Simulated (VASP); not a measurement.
Input of a VASP 6.6.1 run:

INCAR

```
PREC = Accurate
ENCUT = 600
EDIFF = 1E-6
ISMEAR = 0
SIGMA = 0.1
LREAL = F
LASPH = T
NELM = 100
ALGO = Normal
ISIF = 3
LWAVE = F
LCHARG = F
GGA = PE
IBRION = 2
NSW = 100
EDIFFG = -0.01
```

Contents of KPOINTS:

```
regular mesh
0
Gamma
  8 8 8
```

Contents of POSCAR:

```
Si2W
1.0
    5.4272344890      0.0000000000      0.0000000000
    0.0000000000      5.4272344890      0.0000000000
    0.0000000000      0.0000000000      4.5098831299
Si W
4 2
Direct
    0.7962928875      0.5000000000      0.5000000000
    0.2037071125      0.5000000000      0.5000000000
    0.5000000000      0.7962928875      0.5000000000
    0.5000000000      0.2037071125      0.5000000000
    0.5000000000      0.0000000000      0.0000000000
    0.0000000000      0.5000000000      0.0000000000
```

Potentials or basis: VASP PAW PBE potentials, release 64 (Si, W_sv).

Launch:

```sh
$ cat potpaw_PBE.64/Si/POTCAR potpaw_PBE.64/W_sv/POTCAR > POTCAR
$ mpirun -np 1 vasp_std > vasp.out
```

Question: What does it give for the band gap on the k mesh?

Answer: Zero (band 22 reaches 5.87 eV, above the bottom of band 23 at 4.56 eV).

Question: What does it give for the space group after relaxing (to 0.05 Å)?

Answer: P4/mmm (No. 123).

Question: Estimate the relaxed volume.

Answer: 22.23 Å³/atom.

Forces in eV/Å, atoms in the order of the input:
```
Si   0.003  0.000  0.000
Si  -0.003  0.000  0.000
Si   0.000  0.003  0.000
Si   0.000 -0.003  0.000
W    0.000  0.000  0.000
W    0.000  0.000  0.000
```

Caveat: spin-orbit coupling is left out, which moves the levels of the heavy elements.
